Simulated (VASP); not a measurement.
# Si2Sn (P6_3/mmc) in VASP: relaxation of cell and atoms with PBE

Aim: the relaxation of cell and atoms of Si2Sn with PBE.

Everything below comes from runs of VASP 6.6.1. Logs are shortened: lines on timing, memory, paths and dates and some standing lists are left out, and cuts for length are marked.

### Step 1. The cell of the first run

It takes space group P6_3/mmc (No. 194, hexagonal). The conventional cell has a = 3.700 Å, b = 3.700 Å, c = 10.939 Å, α = 90.00°, β = 90.00°, γ = 120.00°. Si (site symmetry 3m) has 3 Si at 2.38 Å and 3 Sn at 3.08 Å within 3.1 Å. Sn (site symmetry -6m2) has 8 Si at 3.08 to 3.26 Å and 6 Sn at 3.70 Å within 4.0 Å.

### Step 2. Relaxation of cell and atoms, PBE

File INCAR:

```
SYSTEM = Si2Sn
  ALGO = Normal
  EDIFF = 1E-6
  EDIFFG = -0.01
  ENCUT = 600
  GGA = PE
  IBRION = 2
  ISIF = 3
  ISMEAR = 0
  LASPH = .TRUE.
  LCHARG = .FALSE.
  LREAL = .FALSE.
  LWAVE = .FALSE.
  NELM = 60
  NSW = 100
  PREC = Accurate
  SIGMA = 0.1
```

File KPOINTS:

```
k-points
0
G
  12 12 4
  0 0 0
```

File POSCAR:

```
Si2Sn
1.0
    3.7000966331      0.0000000000      0.0000000000
   -1.8500483165      3.2043776807      0.0000000000
    0.0000000000      0.0000000000     10.9385663167
Si Sn
4 2
Direct
    0.3333333333      0.6666666667      0.9524182904
    0.3333333333      0.6666666667      0.5475817096
    0.6666666667      0.3333333333      0.0475817096
    0.6666666667      0.3333333333      0.4524182904
    0.3333333333      0.6666666667      0.2500000000
    0.6666666667      0.3333333333      0.7500000000
```

Potentials or basis: VASP PAW PBE potentials, release 64 (Si, Sn_d).

Launch:

```
$ cat potpaw_PBE.64/Si/POTCAR potpaw_PBE.64/Sn_d/POTCAR > POTCAR
$ mpirun -np 1 vasp_std > vasp.out
```

OUTCAR:

```text
SYSTEM = Si2Sn
   EDIFF = 1E-6
   EDIFFG = -0.01
   ENCUT = 600
   GGA = PE
   IBRION = 2
   ISIF = 3
   ISMEAR = 0
   LASPH = .TRUE.
   LREAL = .FALSE.
   NELM = 60
   NSW = 100
   PREC = Accurate

 ion  position               nearest neighbor table
   1  0.333  0.667  0.952-   3 2.38   3 2.38   3 2.38   6 3.08   6 3.08   6 3.08   5 3.26
   2  0.333  0.667  0.548-   4 2.38   4 2.38   4 2.38   6 3.08   6 3.08   6 3.08   5 3.26
   3  0.667  0.333  0.048-   1 2.38   1 2.38   1 2.38   5 3.08   5 3.08   5 3.08   6 3.26
   4  0.667  0.333  0.452-   2 2.38   2 2.38   2 2.38   5 3.08   5 3.08   5 3.08   6 3.26
   5  0.333  0.667  0.250-   3 3.08   4 3.08   3 3.08   4 3.08   3 3.08   4 3.08   1 3.26   2 3.26

   6  0.667  0.333  0.750-   1 3.08   2 3.08   1 3.08   2 3.08   1 3.08   2 3.08   3 3.26   4 3.26

  LATTYP: Found a hexagonal cell.
 ALAT       =     3.7000966331
 C/A-ratio  =     2.9562920651

  Lattice vectors:

 A1 = (   3.7000966331,   0.0000000000,   0.0000000000)
 A2 = (  -1.8500483165,   3.2043776807,   0.0000000000)
 A3 = (   0.0000000000,   0.0000000000,  10.9385663167)

Analysis of symmetry for initial positions (statically):
=====================================================================
 Subroutine PRICEL returns:
 Original cell was already a primitive cell.

 Routine SETGRP: Setting up the symmetry group for a
 hexagonal supercell.

 Subroutine GETGRP returns: Found 24 space group operations
 (whereof 12 operations were pure point group operations)
 out of a pool of 24 trial point group operations.

The static configuration has the point symmetry D_3d.
 The point group associated with its full space group is D_6h.

Analysis of symmetry for dynamics (positions and initial velocities):
=====================================================================
 Subroutine PRICEL returns:
 Original cell was already a primitive cell.

 Routine SETGRP: Setting up the symmetry group for a
 hexagonal supercell.

 Subroutine GETGRP returns: Found 24 space group operations
 (whereof 12 operations were pure point group operations)
 out of a pool of 24 trial point group operations.

The dynamic configuration has the point symmetry D_3d.
 The point group associated with its full space group is D_6h.

 Subroutine INISYM returns: Found 24 space group operations
 (whereof 12 operations are pure point group operations),
 and found     1 'primitive' translations

----------------------------------------------------------------------------------------

                                     Primitive cell

  volume of cell :     129.6932

  direct lattice vectors                    reciprocal lattice vectors
     3.700096633  0.000000000  0.000000000     0.270263212  0.156036538  0.000000000
    -1.850048316  3.204377681  0.000000000     0.000000000  0.312073076  0.000000000
     0.000000000  0.000000000 10.938566317     0.000000000  0.000000000  0.091419659

  length of vectors
     3.700096633  3.700096633 10.938566317     0.312073076  0.312073076  0.091419659

  position of ions in fractional coordinates (direct lattice)
     0.333333333  0.666666667  0.952418290
     0.333333333  0.666666667  0.547581710
     0.666666667  0.333333333  0.047581710
     0.666666667  0.333333333  0.452418290
     0.333333333  0.666666667  0.250000000
     0.666666667  0.333333333  0.750000000

  ion indices of the primitive-cell ions
   primitive index   ion index
                 1           1
                 2           2
                 3           3
                 4           4
                 5           5
                 6           6

----------------------------------------------------------------------------------------

 KPOINTS: k-points

Automatic generation of k-mesh.
 Grid dimensions read from file:
 generate k-points for:   12   12    4

 Generating k-lattice:

  Cartesian coordinates                     Fractional coordinates (reciprocal lattice)
     0.022521934  0.013003045  0.000000000     0.083333333  0.000000000  0.000000000
     0.000000000  0.026006090  0.000000000     0.000000000  0.083333333  0.000000000
     0.000000000  0.000000000  0.022854915     0.000000000  0.000000000  0.250000000

  Length of vectors
     0.026006090  0.026006090  0.022854915

  Shift w.r.t. Gamma in fractional coordinates (k-lattice)
     0.000000000  0.000000000  0.000000000

 Subroutine IBZKPT returns following result:
 ===========================================

 Found     57 irreducible k-points:

 Following reciprocal coordinates:
            Coordinates               Weight
  0.000000  0.000000  0.000000      1.000000
  0.083333  0.000000  0.000000      6.000000
  0.166667  0.000000  0.000000      6.000000
  0.250000  0.000000  0.000000      6.000000
  0.333333  0.000000  0.000000      6.000000
  0.416667  0.000000  0.000000      6.000000
[... 16 lines left out ...]
  0.250000  0.000000  0.250000     12.000000
  0.333333  0.000000  0.250000     12.000000
 [... further k-points ...]
   k-points           NKPTS =     57   k-points in BZ     NKDIM =     57   number of bands    NBANDS=     26
   number of dos      NEDOS =    301   number of ions     NIONS =      6
   total plane-waves  NPLWV =  81000
   dimension x,y,z NGX =    30 NGY =   30 NGZ =   90
   dimension x,y,z NGXF=    60 NGYF=   60 NGZF=  180
   ions per type =               4   2
   NGX,Y,Z   is equivalent  to a cutoff of  13.48, 13.48, 13.68 a.u.
   NGXF,Y,Z  is equivalent  to a cutoff of  26.96, 26.96, 27.36 a.u.
 SYSTEM =  Si2Sn
   PREC   = accura    normal or accurate (medium, high low for compatibility)
   ISTART =      0    job   : 0-new  1-cont  2-samecut
   ICHARG =      2    charge: 1-file 2-atom 10-const
   ISPIN  =      1    spin polarized calculation?
   LNONCOLLINEAR =      F non collinear calculations
   LSORBIT =      F    spin-orbit coupling
   LASPH  =      T    aspherical Exc in radial PAW
   ENCUT  =  600.0 eV  44.10 Ry    6.64 a.u.   7.39  7.39 21.85*2*pi/ulx,y,z
   NELM   =     60;   NELMIN=  2; NELMDL= -5     # of ELM steps
   EDIFF  = 0.1E-05   stopping-criterion for ELM
   LREAL  =      F    real-space projection
   EDIFFG = -.1E-01   stopping-criterion for IOM
   NSW    =    100    number of steps for IOM
   IBRION =      2    ionic relax: 0-MD 1-quasi-New 2-CG
   NFREE  =      1    steps in history (QN), initial steepest desc. (CG)
   ISIF   =      3    stress and relaxation
   ISYM   =      2    0-nonsym 1-usesym 2-fastsym
   POTIM  = 0.5000    time-step for ionic-motion
   TEBEG  =    0.0;   TEEND  =   0.0 temperature during run
   PSTRESS=    0.0 pullay stress
   NELECT =      44.0000    total number of electrons
   NUPDOWN=      -1.0000    fix difference up-down
   EMIN   =  10.00;   EMAX   =-10.00  energy-range for DOS
   EFERMI =   0.00;   METHOD = LEGACY
   ISMEAR =     0;   SIGMA  =   0.10  broadening in eV -4-tet -1-fermi 0-gaus
   EFERMI_NEDOS =   21; number of points for ismear=-14 and -15
   IALGO  =     38    algorithm
   IMIX   =      4    mixing-type and parameters
     AMIX     =   0.40;   BMIX     =  1.00
     AMIX_MAG =   1.60;   BMIX_MAG =  1.00
  volume/ion in A,a.u.               =      21.62       145.87
  Fermi-wavevector in a.u.,A,eV,Ry     =   1.141791  2.157672 17.737738  1.303687
  Thomas-Fermi vector in A             =   2.278491
   LORBIT       =      0    0 simple, 1 ext, 2 COOP (PROOUT), +10 PAW based schemes
   GGA     = PE    functional components
   LHFCALC =     F    Hartree Fock is set to
   AEXX    =    0.0000 exact exchange contribution
   IVDW    =     0    specifies the selected vdW correction
   LEPSILON=     F    determine dielectric tensor
   LRPA    =     F    only Hartree local field effects (RPA)
 conjugate gradient relaxation of ions
 non-spin polarized calculation
 Gauss-broadening in eV      SIGMA  =   0.10
  energy-cutoff  :      600.00
  volume of cell :      129.69
 maximum number of plane-waves:      4394
 NGX is ok and might be reduce to    30
   NGX = 15   NGY = 15   NGZ = 43

 number of electron      44.0000008 magnetization

 Free energy of the ion-electron system (eV)
  ---------------------------------------------------
  ext. energy  EPLUGINS =         0.00000000
  ---------------------------------------------------
  free energy    TOTEN  =       -27.75144603 eV

  energy without entropy =      -27.74321882  energy(sigma->0) =      -27.74733242

 E-fermi :   7.2080     XC(G=0): -10.0615

 val. band max:        7.1849200114   @ k =   0.2500   0.0000   0.0000
 cond. band min:       7.2564356184   @ k =   0.1667   0.0833   0.0000
 fundamental gap:      0.0715156070
 Fermi energy:         7.2080293316

 k-point     1 :       0.0000    0.0000    0.0000
  band No.  band energies     occupation
      1     -14.3351      2.00000
      2     -14.3330      2.00000
      3     -14.3220      2.00000
      4     -14.3220      2.00000
      5     -14.3220      2.00000
      6     -14.3220      2.00000
[... 18 lines left out ...]
     25      10.4973      0.00000
     26      10.6562      0.00000

 k-point     2 :       0.0833    0.0000    0.0000
  band No.  band energies     occupation
      1     -14.3331      2.00000
      2     -14.3311      2.00000
      3     -14.3221      2.00000
      4     -14.3221      2.00000
      5     -14.3181      2.00000
      6     -14.3181      2.00000
[... 18 lines left out ...]
     25      10.4434      0.00000
     26      10.7827      0.00000

 k-point     3 :       0.1667    0.0000    0.0000
  band No.  band energies     occupation
      1     -14.3315      2.00000
      2     -14.3304      2.00000
      3     -14.3191      2.00000
      4     -14.3182      2.00000
      5     -14.3075      2.00000
      6     -14.3075      2.00000
[... 572 lines left out ...]
 k-point    23 :       0.2500    0.0000    0.2500
  band No.  band energies     occupation
      1     -14.3343      2.00000
      2     -14.3339      2.00000
      3     -14.3104      2.00000
      4     -14.3102      2.00000
      5     -14.3094      2.00000
      6     -14.3086      2.00000
[... 18 lines left out ...]
     25       9.4455      0.00000
     26       9.7288      0.00000

 k-point    24 :       0.3333    0.0000    0.2500
  band No.  band energies     occupation
      1     -14.3383      2.00000
      2     -14.3381      2.00000
      3     -14.3182      2.00000
      4     -14.3181      2.00000
      5     -14.2999      2.00000
      6     -14.2997      2.00000
[... 18 lines left out ...]
     25       8.9783      0.00000
     26       8.9826      0.00000

 [... further k-points ...]
[... 5 lines left out ...]
  --------------------------------------------------------------------------------------
  -------------------------------------------------------------------------------------
  Total        0.0337903      0.0337903     -0.0288300      0.0000000      0.0000000      0.0000000
  in kB        0.4174319      0.4174319     -0.3561543      0.0000000      0.0000000      0.0000000
  external PRESSURE =       0.1595698 kB  Pullay stress =       0.0000000 kB

 VOLUME and BASIS-vectors are now :
 -----------------------------------------------------------------------------
  energy-cutoff  :      600.00
  volume of cell :      129.69
      direct lattice vectors                 reciprocal lattice vectors
     3.700096633  0.000000000  0.000000000     0.270263212  0.156036538  0.000000000
    -1.850048316  3.204377681  0.000000000     0.000000000  0.312073076  0.000000000
     0.000000000  0.000000000 10.938566317     0.000000000  0.000000000  0.091419659

 POSITION                                       TOTAL-FORCE (eV/Angst)
 -----------------------------------------------------------------------------------
     -0.00000      2.13625     10.41809        -0.000000     -0.000000      0.009573
     -0.00000      2.13625      5.98976        -0.000000     -0.000000     -0.009573
      1.85005      1.06813      0.52048         0.000000      0.000000     -0.009573
      1.85005      1.06813      4.94881        -0.000000     -0.000000      0.009573
     -0.00000      2.13625      2.73464        -0.000000      0.000000     -0.000000
      1.85005      1.06813      8.20392         0.000000     -0.000000     -0.000000
 -----------------------------------------------------------------------------------
    total drift:                               -0.000000      0.000000     -0.000000

  FREE ENERGIE OF THE ION-ELECTRON SYSTEM (eV)
  ---------------------------------------------------
  free  energy   TOTEN  =       -27.7514460309 eV

  energy  without entropy=      -27.7432188184  energy(sigma->0) =      -27.74733242

 reached required accuracy - stopping structural energy minimisation
```

Wall time 8 min (1 thread of Oxide Virtual Turin-like, shared host); peak memory 0.34 GiB.

Results:

| Property | Result |
| --- | --- |
| Free energy | -27.7514 eV |
| Pressure after relaxing | 0.0 GPa |
| Largest force after relaxing | 0.010 eV/Å |
| Band gap on the k mesh | zero (band 22 reaches 9.67 eV, above the bottom of band 23 at 5.07 eV) |

Forces in eV/Å, atoms in the order of the input:
```
Si   0.000  0.000  0.010
Si   0.000  0.000 -0.010
Si   0.000  0.000 -0.010
Si   0.000  0.000  0.010
Sn   0.000  0.000  0.000
Sn   0.000  0.000  0.000
```

Stress tensor (GPa, compression positive):
```
 0.04  0.00  0.00
 0.00  0.04  0.00
 0.00  0.00 -0.04
```

Final structure:
```
Si Sn
1.0
     3.70010    0.00000    0.00000
    -1.85005    3.20438    0.00000
     0.00000    0.00000   10.93857
Si Sn
4 2
Direct
  0.33333 0.66667 0.95242
  0.33333 0.66667 0.54758
  0.66667 0.33333 0.04758
  0.66667 0.33333 0.45242
  0.33333 0.66667 0.25000
  0.66667 0.33333 0.75000
```

Levels at points of the mesh, in eV from the Fermi level:
```
           k point  band 18  band 19  band 20  band 21  band 22  band 23  band 24  band 25  band 26
(0.00, 0.00, 0.00)    -0.36    -0.36    -0.13    -0.13     2.46     2.70     3.29     3.29     3.45
(0.50, 0.00, 0.00)    -3.35    -2.60    -2.20    -1.85    -1.45     0.48     1.18     1.26     1.79
(0.00, 0.00, 0.50)    -0.25    -0.25    -0.25     1.90     1.90     3.25     3.25     3.37     3.37
(0.50, 0.00, 0.50)    -3.96    -2.05    -2.05    -1.18    -1.18     0.67     0.67     1.17     1.17
```

Caveat: the relaxation stopped at its first step, so nothing moved; spin-orbit coupling is left out, which moves the levels of the heavy elements.
